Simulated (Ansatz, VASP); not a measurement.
## AlN: VASP beside Ansatz

```
CELL_PARAMETERS angstrom
3.10669 0.07767 0.00000
-1.48608 2.65164 0.00000
0.00000 0.00000 4.97859
ATOMIC_POSITIONS crystal
Al 0.33082 0.66674 0.99668
Al 0.66918 0.33326 0.49668
N 0.32564 0.66736 0.37832
N 0.67436 0.33264 0.87832
```

Change from the starting cell: shear_xy strain +5.0%.

Alike in both runs: task single point; functional r2SCAN; k mesh 12 × 12 × 6; no spin polarisation.

|  | VASP | Ansatz |
| --- | --- | --- |
| version | VASP 6.6.1 | Ansatz 0.2.0 |
| potentials or method | VASP PAW PBE potentials, release 64 (Al, N) | plane waves, PAW |
| plane-wave cutoff (eV) | 520 | 500 |
| occupations | gaussian, width 0.01 eV | fixed |
| valence electrons in the cell | 16 | 16 |

Ansatz gave:

- gap on the k mesh at the Fermi level (eV): 4.86
- pressure (GPa): 0.0
- traceless stress, the component that is largest in VASP (GPa): -6.75

Question: Estimate VASP's values.

Answer: gap on the k mesh at the Fermi level (eV): 4.90; pressure (GPa): -0.4; traceless stress, the component that is largest in VASP (GPa): -6.81.

VASP's potentials were made for PBE, not for r2SCAN.
